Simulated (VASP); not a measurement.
# Cd3SeS2 (P3m1) in VASP: notebook

Aim: see how the results for Cd3SeS2 move with the level of theory and the settings. Levels: PBE, r2SCAN. Tasks: single point.

Program: VASP 6.6.1. These are calculated values, not measurements. Logs are shortened: lines on timing, memory, paths and dates and some standing lists are left out, and cuts for length are marked.

### 1 The cell of the first run

It takes space group P3m1 (No. 156, trigonal). The conventional cell has a = 4.390 Å, b = 4.390 Å, c = 10.761 Å, α = 90.00°, β = 90.00°, γ = 120.00°. Cd (site symmetry 3m) has 3 S at 2.67 Å and 1 Se at 2.77 Å within 3.5 Å. Cd (site symmetry 3m) has 4 S at 2.65 to 2.67 Å within 3.5 Å. Within 3.5 Å of Cd (site symmetry 3m) lie 1 S at 2.64 Å and 3 Se at 2.73 Å. Within 3.6 Å of Se (site symmetry 3m) lie 4 Cd at 2.73 to 2.77 Å. Within 3.5 Å of S (site symmetry 3m) lie 4 Cd at 2.65 to 2.67 Å. S (site symmetry 3m) has 4 Cd at 2.64 to 2.67 Å within 3.5 Å.

### 2 Single point, PBE (29.94 Å³/atom)

Input file INCAR:

```
SYSTEM = Cd3SeS2
PREC = Accurate
ENCUT = 520
EDIFF = 1E-6
ISMEAR = 0
SIGMA = 0.02
LREAL = .FALSE.
LASPH = .TRUE.
NELM = 80
ALGO = Normal
ISIF = 2
LWAVE = .FALSE.
LCHARG = .FALSE.
GGA = PE
NBANDS = 36
```

Input file KPOINTS:

```
regular mesh
0
G
  6 6 4
  0 0 0
```

Input file POSCAR:

```
Cd3SeS2
1.0
    4.3904854553      0.0000000299      0.0000000000
   -2.1952427535      3.8022719243      0.0000000000
    0.0000000000      0.0000000000     10.7605865755
Cd Se S
3 1 2
Direct
    0.0000000000      0.0000000000      0.9914768139
    0.3333333333      0.6666666667      0.6667647136
    0.6666666667      0.3333333333      0.3421815204
    0.0000000000      0.0000000000      0.2489597079
    0.3333333333      0.6666666667      0.9127379076
    0.6666666667      0.3333333333      0.5878783366
```

Potentials or basis: VASP PAW PBE potentials, release 64 (Cd, Se, S).

Command:

```bash
> cat potpaw_PBE.64/Cd/POTCAR potpaw_PBE.64/Se/POTCAR potpaw_PBE.64/S/POTCAR > POTCAR
> mpirun -np 1 vasp_std > vasp.out
```

OUTCAR:

```text
SYSTEM = Cd3SeS2
   PREC = Accurate
   ENCUT = 520
   EDIFF = 1E-6
   ISMEAR = 0
   LREAL = .FALSE.
   LASPH = .TRUE.
   NELM = 80
   ISIF = 2
   GGA = PE

 ion  position               nearest neighbor table
   1  0.000  0.000  0.991-   5 2.67   5 2.67   5 2.67   4 2.77
   2  0.333  0.667  0.667-   5 2.65   6 2.67   6 2.67   6 2.67
   3  0.667  0.333  0.342-   6 2.64   4 2.73   4 2.73   4 2.73
   4  0.000  0.000  0.249-   3 2.73   3 2.73   3 2.73   1 2.77
   5  0.333  0.667  0.913-   2 2.65   1 2.67   1 2.67   1 2.67
   6  0.667  0.333  0.588-   3 2.64   2 2.67   2 2.67   2 2.67

  LATTYP: Found a hexagonal cell.
 ALAT       =     4.3904854553
 C/A-ratio  =     2.4508876490

  Lattice vectors:

 A1 = (   4.3904854553,   0.0000000299,   0.0000000000)
 A2 = (  -2.1952427535,   3.8022719243,   0.0000000000)
 A3 = (   0.0000000000,   0.0000000000,  10.7605865755)

Analysis of symmetry for initial positions (statically):
=====================================================================
 Subroutine PRICEL returns:
 Original cell was already a primitive cell.

 Routine SETGRP: Setting up the symmetry group for a
 hexagonal supercell.

 Subroutine GETGRP returns: Found  6 space group operations
 (whereof  6 operations were pure point group operations)
 out of a pool of 24 trial point group operations.

The static configuration has the point symmetry C_3v.

Analysis of symmetry for dynamics (positions and initial velocities):
=====================================================================
 Subroutine PRICEL returns:
 Original cell was already a primitive cell.

 Routine SETGRP: Setting up the symmetry group for a
 hexagonal supercell.

 Subroutine GETGRP returns: Found  6 space group operations
 (whereof  6 operations were pure point group operations)
 out of a pool of 24 trial point group operations.

The dynamic configuration has the point symmetry C_3v.

 Subroutine INISYM returns: Found  6 space group operations
 (whereof  6 operations are pure point group operations),
 and found     1 'primitive' translations

----------------------------------------------------------------------------------------

                                     Primitive cell

  volume of cell :     179.6353

  direct lattice vectors                    reciprocal lattice vectors
     4.390485455  0.000000030  0.000000000     0.227765245  0.131500328  0.000000000
    -2.195242754  3.802271924  0.000000000    -0.000000002  0.263000652  0.000000000
     0.000000000  0.000000000 10.760586575     0.000000000  0.000000000  0.092931737

  length of vectors
     4.390485455  4.390485455 10.760586575     0.263000652  0.263000652  0.092931737

  position of ions in fractional coordinates (direct lattice)
     0.000000000  0.000000000  0.991476814
     0.333333333  0.666666667  0.666764714
     0.666666667  0.333333333  0.342181520
     0.000000000  0.000000000  0.248959708
     0.333333333  0.666666667  0.912737908
     0.666666667  0.333333333  0.587878337

  ion indices of the primitive-cell ions
   primitive index   ion index
                 1           1
                 2           2
                 3           3
                 4           4
                 5           5
                 6           6

----------------------------------------------------------------------------------------

 KPOINTS: regular mesh

Automatic generation of k-mesh.
 Grid dimensions read from file:
 generate k-points for:    6    6    4

 Generating k-lattice:

  Cartesian coordinates                     Fractional coordinates (reciprocal lattice)
     0.037960874  0.021916721  0.000000000     0.166666667  0.000000000  0.000000000
    -0.000000000  0.043833442  0.000000000     0.000000000  0.166666667  0.000000000
     0.000000000  0.000000000  0.023232934     0.000000000  0.000000000  0.250000000

  Length of vectors
     0.043833442  0.043833442  0.023232934

  Shift w.r.t. Gamma in fractional coordinates (k-lattice)
     0.000000000  0.000000000  0.000000000

 Subroutine IBZKPT returns following result:
 ===========================================

 Found     24 irreducible k-points:

 Following reciprocal coordinates:
            Coordinates               Weight
  0.000000  0.000000  0.000000      1.000000
  0.166667  0.000000  0.000000      6.000000
  0.333333 -0.000000  0.000000      6.000000
  0.500000 -0.000000  0.000000      3.000000
  0.166667  0.166667  0.000000      6.000000
  0.333333  0.166667  0.000000     12.000000
[... 16 lines left out ...]
  0.333333  0.166667  0.500000     12.000000
  0.333333  0.333333  0.500000      2.000000
   k-points           NKPTS =     24   k-points in BZ     NKDIM =     24   number of bands    NBANDS=     36
   number of dos      NEDOS =    301   number of ions     NIONS =      6
   total plane-waves  NPLWV = 103680
   dimension x,y,z NGX =    36 NGY =   36 NGZ =   80
   dimension x,y,z NGXF=    72 NGYF=   72 NGZF=  160
   ions per type =               3   1   2
   NGX,Y,Z   is equivalent  to a cutoff of  13.63, 13.63, 12.36 a.u.
   NGXF,Y,Z  is equivalent  to a cutoff of  27.26, 27.26, 24.72 a.u.
 SYSTEM =  Cd3SeS2
   PREC   = accura    normal or accurate (medium, high low for compatibility)
   ISTART =      0    job   : 0-new  1-cont  2-samecut
   ICHARG =      2    charge: 1-file 2-atom 10-const
   ISPIN  =      1    spin polarized calculation?
   LNONCOLLINEAR =      F non collinear calculations
   LSORBIT =      F    spin-orbit coupling
   LASPH  =      T    aspherical Exc in radial PAW
   ENCUT  =  520.0 eV  38.22 Ry    6.18 a.u.   8.16  8.16 20.01*2*pi/ulx,y,z
   NELM   =     80;   NELMIN=  2; NELMDL= -5     # of ELM steps
   EDIFF  = 0.1E-05   stopping-criterion for ELM
   LREAL  =      F    real-space projection
   EDIFFG = 0.1E-04   stopping-criterion for IOM
   NSW    =      0    number of steps for IOM
   IBRION =     -1    ionic relax: 0-MD 1-quasi-New 2-CG
   NFREE  =      0    steps in history (QN), initial steepest desc. (CG)
   ISIF   =      2    stress and relaxation
   ISYM   =      2    0-nonsym 1-usesym 2-fastsym
   POTIM  = 0.5000    time-step for ionic-motion
   TEBEG  =    0.0;   TEEND  =   0.0 temperature during run
   PSTRESS=    0.0 pullay stress
   NELECT =      54.0000    total number of electrons
   NUPDOWN=      -1.0000    fix difference up-down
   EMIN   =  10.00;   EMAX   =-10.00  energy-range for DOS
   EFERMI =   0.00;   METHOD = LEGACY
   ISMEAR =     0;   SIGMA  =   0.02  broadening in eV -4-tet -1-fermi 0-gaus
   EFERMI_NEDOS =   21; number of points for ismear=-14 and -15
   IALGO  =     38    algorithm
   IMIX   =      4    mixing-type and parameters
     AMIX     =   0.40;   BMIX     =  1.00
     AMIX_MAG =   1.60;   BMIX_MAG =  1.00
  volume/ion in A,a.u.               =      29.94       202.04
  Fermi-wavevector in a.u.,A,eV,Ry     =   1.096669  2.072404 16.363491  1.202683
  Thomas-Fermi vector in A             =   2.233015
   LORBIT       =      0    0 simple, 1 ext, 2 COOP (PROOUT), +10 PAW based schemes
   GGA     = PE    functional components
   LHFCALC =     F    Hartree Fock is set to
   AEXX    =    0.0000 exact exchange contribution
   IVDW    =     0    specifies the selected vdW correction
   LEPSILON=     F    determine dielectric tensor
   LRPA    =     F    only Hartree local field effects (RPA)
 non-spin polarized calculation
 Gauss-broadening in eV      SIGMA  =   0.02
  energy-cutoff  :      520.00
  volume of cell :      179.64
 maximum number of plane-waves:      4860
 NGX is ok and might be reduce to    36
   NGX = 17   NGY = 17   NGZ = 41

 number of electron      54.0000016 magnetization

 Free energy of the ion-electron system (eV)
  ---------------------------------------------------
  ext. energy  EPLUGINS =         0.00000000
  ---------------------------------------------------
  free energy    TOTEN  =       -17.55912928 eV

  energy without entropy =      -17.55912928  energy(sigma->0) =      -17.55912928

 E-fermi :   0.3324     XC(G=0):  -8.4046

 val. band max:        0.2388337773   @ k =   0.0000   0.0000   0.0000
 cond. band min:       0.7120772840   @ k =   0.0000   0.0000   0.0000
 fundamental gap:      0.4732435068
 Fermi energy:         0.3323827089

 k-point     1 :       0.0000    0.0000    0.0000
  band No.  band energies     occupation
      1     -11.6155      2.00000
      2     -11.4135      2.00000
      3     -11.3422      2.00000
      4      -7.3455      2.00000
      5      -7.3455      2.00000
      6      -7.3333      2.00000
[... 28 lines left out ...]
     35       6.5342      0.00000
     36       6.8248      0.00000

 k-point     2 :       0.1667    0.0000    0.0000
  band No.  band energies     occupation
      1     -11.5515      2.00000
      2     -11.3725      2.00000
      3     -11.3063      2.00000
      4      -7.3197      2.00000
      5      -7.3169      2.00000
      6      -7.2896      2.00000
[... 28 lines left out ...]
     35       6.6860      0.00000
     36       6.7140      0.00000

 k-point     3 :       0.3333   -0.0000    0.0000
  band No.  band energies     occupation
      1     -11.4152      2.00000
      2     -11.2941      2.00000
      3     -11.2379      2.00000
      4      -7.2829      2.00000
      5      -7.2727      2.00000
      6      -7.2382      2.00000
[... 28 lines left out ...]
     35       6.9200      0.00000
     36       7.1906      0.00000

 k-point     4 :       0.5000   -0.0000    0.0000
  band No.  band energies     occupation
      1     -11.3379      2.00000
      2     -11.2622      2.00000
      3     -11.2053      2.00000
      4      -7.2693      2.00000
      5      -7.2522      2.00000
      6      -7.2280      2.00000
[... 28 lines left out ...]
     35       7.2542      0.00000
     36       7.3492      0.00000

 k-point     5 :       0.1667    0.1667    0.0000
  band No.  band energies     occupation
      1     -11.4512      2.00000
      2     -11.3118      2.00000
      3     -11.2555      2.00000
      4      -7.2941      2.00000
      5      -7.2764      2.00000
      6      -7.2408      2.00000
[... 655 lines left out ...]
 k-point    22 :       0.1667    0.1667    0.5000
  band No.  band energies     occupation
      1     -11.4311      2.00000
      2     -11.3551      2.00000
      3     -11.2325      2.00000
      4      -7.2854      2.00000
      5      -7.2629      2.00000
      6      -7.2500      2.00000
[... 28 lines left out ...]
     35       6.9878      0.00000
     36       7.1156      0.00000

 k-point    23 :       0.3333    0.1667    0.5000
  band No.  band energies     occupation
      1     -11.3396      2.00000
      2     -11.2601      2.00000
      3     -11.2074      2.00000
      4      -7.2609      2.00000
      5      -7.2490      2.00000
      6      -7.2144      2.00000
[... 28 lines left out ...]
     35       7.0257      0.00000
     36       7.1815      0.00000

 k-point    24 :       0.3333    0.3333    0.5000
  band No.  band energies     occupation
      1     -11.3056      2.00000
      2     -11.2227      2.00000
      3     -11.2101      2.00000
      4      -7.2446      2.00000
      5      -7.2257      2.00000
      6      -7.2160      2.00000
[... 28 lines left out ...]
     35       6.6325      0.00000
     36       6.8791      0.00000

------------------------ aborting loop because EDIFF is reached ----------------------------------------

  FORCE on cell =-STRESS in cart. coord.  units (eV):
  Direction    XX          YY          ZZ          XY          YZ          ZX
  --------------------------------------------------------------------------------------
  -------------------------------------------------------------------------------------
  Total       -4.0880677     -4.0880677     -4.1026806     -0.0000000     -0.0000000     -0.0000000
  in kB      -36.4617072    -36.4617072    -36.5920409     -0.0000000     -0.0000000     -0.0000000
  external PRESSURE =     -36.5051517 kB  Pullay stress =       0.0000000 kB

 VOLUME and BASIS-vectors are now :
 -----------------------------------------------------------------------------
  energy-cutoff  :      520.00
  volume of cell :      179.64
      direct lattice vectors                 reciprocal lattice vectors
     4.390485455  0.000000030  0.000000000     0.227765245  0.131500328  0.000000000
    -2.195242754  3.802271924  0.000000000    -0.000000002  0.263000652  0.000000000
     0.000000000  0.000000000 10.760586575     0.000000000  0.000000000  0.092931737

 POSITION                                       TOTAL-FORCE (eV/Angst)
 -----------------------------------------------------------------------------------
      0.00000      0.00000     10.66887        -0.000000     -0.000000      0.002594
     -0.00000      2.53485      7.17478         0.000000     -0.000000      0.000179
      2.19524      1.26742      3.68207        -0.000000     -0.000000      0.002000
      0.00000      0.00000      2.67895         0.000000     -0.000000     -0.006067
     -0.00000      2.53485      9.82160         0.000000      0.000000      0.000593
      2.19524      1.26742      6.32592         0.000000      0.000000      0.000702
 -----------------------------------------------------------------------------------
    total drift:                               -0.000001     -0.000000     -0.001810

  FREE ENERGIE OF THE ION-ELECTRON SYSTEM (eV)
  ---------------------------------------------------
  free  energy   TOTEN  =       -17.5591292818 eV

  energy  without entropy=      -17.5591292818  energy(sigma->0) =      -17.55912928
```

It took 1.7 min on 1 thread of AMD EPYC 9R45 (Zen 5), shared host; peak memory 0.36 GiB.

What came out:

```
Free energy            : -17.5591 eV
Pressure               : -3.7 GPa
Largest force          : 0.006 eV/Å
Band gap on the k mesh : 0.47 eV
```

Forces in eV/Å, atoms in the order of the input:
```
Cd   0.000  0.000  0.003
Cd   0.000  0.000  0.000
Cd   0.000  0.000  0.002
Se   0.000  0.000 -0.006
S    0.000  0.000  0.001
S    0.000  0.000  0.001
```

Caveat: the cell stands under tension; semilocal functionals underestimate gaps, and a narrow one can read as zero.

### 3 Single point, r2SCAN

This run uses another cell than the first one, of 27.22 Å³/atom.

Input file POSCAR:

```
Cd3SeS2
1.0
    4.2522953264      0.0000000289      0.0000000000
   -2.1261476882      3.6825957627      0.0000000000
    0.0000000000      0.0000000000     10.4284919000
Cd Se S
3 1 2
Direct
    0.0000000000      0.0000000000      0.9909710000
    0.3333333333      0.6666666667      0.6665880000
    0.6666666667      0.3333333333      0.3429170000
    0.0000000000      0.0000000000      0.2478580000
    0.3333333333      0.6666666667      0.9130000000
    0.6666666667      0.3333333333      0.5886650000
```

Input file INCAR.step1:

```
SYSTEM = Cd3SeS2
ALGO = Normal
EDIFF = 1E-4
ENCUT = 520
GGA = PE
ISMEAR = 0
LASPH = .True.
LCHARG = .False.
LREAL = .False.
LWAVE = .True.
NBANDS = 36
NELM = 80
PREC = Accurate
SIGMA = 0.02
```

Input file INCAR.step2:

```
SYSTEM = Cd3SeS2
ALGO = Normal
EDIFF = 1E-6
ENCUT = 520
ISIF = 2
ISMEAR = 0
ISTART = 1
LASPH = .True.
LCHARG = .True.
LELF = .True.
LMIXTAU = .True.
LREAL = .False.
LVHAR = .True.
LWAVE = .False.
METAGGA = R2SCAN
NBANDS = 36
NELM = 80
PREC = Accurate
SIGMA = 0.02
```

Input file KPOINTS:

```
k-points
0
Gamma
  6 6 4
  0 0 0
```

Potentials or basis: VASP PAW PBE potentials, release 64 (Cd, Se, S).

Command:

```bash
> cat potpaw_PBE.64/Cd/POTCAR potpaw_PBE.64/Se/POTCAR potpaw_PBE.64/S/POTCAR > POTCAR
> cp INCAR.step1 INCAR
> mpirun -np 1 vasp_std > vasp.out
> cp INCAR.step2 INCAR
> mpirun -np 1 vasp_std > vasp.out
```

Run time: 5.9 min. Hardware: 1 thread of AMD EPYC 9R45 (Zen 5), shared host; peak memory 0.35 GiB.

Results (log left out):

- Free energy: -95.2322 eV
- Pressure: -1.2 GPa
- Largest force: 0.021 eV/Å
- Band gap on the k mesh: 1.10 eV

Forces on the atoms (eV/Å):
```
Cd   0.000  0.000  0.011
Cd   0.000  0.000  0.004
Cd   0.000  0.000 -0.021
Se   0.000  0.000  0.007
S    0.000  0.000  0.000
S    0.000  0.000 -0.001
```

Levels at points of the mesh, in eV from the valence-band top:
```csv
k point,band 24,band 25,band 26,band 27,band 28,band 29,band 30,band 31
"(0.00, 0.00, 0.00)",-0.66,-0.20,0.00,0.00,1.10,2.85,3.14,6.55
"(0.50, 0.00, 0.00)",-1.67,-1.50,-1.33,-0.90,3.57,3.82,3.94,4.30
"(0.00, 0.00, 0.50)",-0.56,-0.56,-0.05,-0.05,2.21,2.31,3.07,6.13
"(0.50, 0.00, 0.50)",-1.86,-1.57,-0.87,-0.77,2.99,3.97,4.20,4.79
```

Caveat: the PAW data sets were made with another functional, which shifts forces and pressure a little. A k mesh can miss the band edges.
